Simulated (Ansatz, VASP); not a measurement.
# One calculation of InAg, two programs

File INCAR:

```
SYSTEM = InAg
  ALGO = Normal
  EDIFF = 1E-6
  ENCUT = 520
  ISIF = 2
  ISMEAR = -1
  LASPH = .TRUE.
  LCHARG = .FALSE.
  LREAL = .FALSE.
  LWAVE = .FALSE.
  NBANDS = 19
  NELM = 60
  PREC = Accurate
  SIGMA = 0.15
```

Contents of KPOINTS:

```
k-points
0
G
  5 5 5
  0 0 0
```

File POSCAR:

```
InAg
1.0
    3.4647890000      0.0000000000      0.0000000000
    0.0000000000      3.4647890000      0.0000000000
    0.0000000000      0.0000000000      3.4647890000
In Ag
1 1
Direct
    0.5000000000      0.5000000000      0.5000000000
    0.0000000000      0.0100000000      0.0000000000
```

Input for Ansatz:

```yaml
crystal:
  lattice:
    - [3.464789, 0.0, 0.0]
    - [0.0, 3.464789, 0.0]
    - [0.0, 0.0, 3.464789]
  atoms:
    - { symbol: In, position: [0.5, 0.5, 0.5] }
    - { symbol: Ag, position: [0.0, 0.01, 0.0] }
kpoints:
  mp_grid:
    grid: [5, 5, 5]
    shift: [0.0, 0.0, 0.0]
hamiltonian:
  xc: lda
scf:
  occupations:
    method: fermi_dirac
    width: 0.15
output:
  forces: true
```

Alike in both runs: task single point; functional LDA; k mesh 5 × 5 × 5; occupations fermi-dirac, width 0.15 eV; no spin polarisation.

|  | VASP | Ansatz |
| --- | --- | --- |
| version | VASP 6.6.1 | Ansatz 0.2.0 |
| potentials or method | VASP PAW LDA potentials, release 64 (In_d, Ag) | plane waves, PAW |
| plane-wave cutoff (eV) | 520 | 420 |
| valence electrons in the cell | 24 | 32 |

```tsv
	VASP	Ansatz	Ansatz less VASP
gap on the k mesh at the Fermi level (eV)	none	none	-
rms of the force components (eV/Å)	0.028	0.028	-0.0007
```

LDA's correlation is that of Perdew and Zunger in VASP and of Perdew and Wang (1992) in Ansatz. Atom by atom the forces differ by 0.001 eV/Å (rms over components). A gap of «none» marks a metal or a gap that the smearing closes. VASP's potentials hold 24 valence electrons a cell and Ansatz's 32, so a difference there can come from the potentials and not from the codes.

The k mesh is coarse, so the values compare programs but aren't converged.
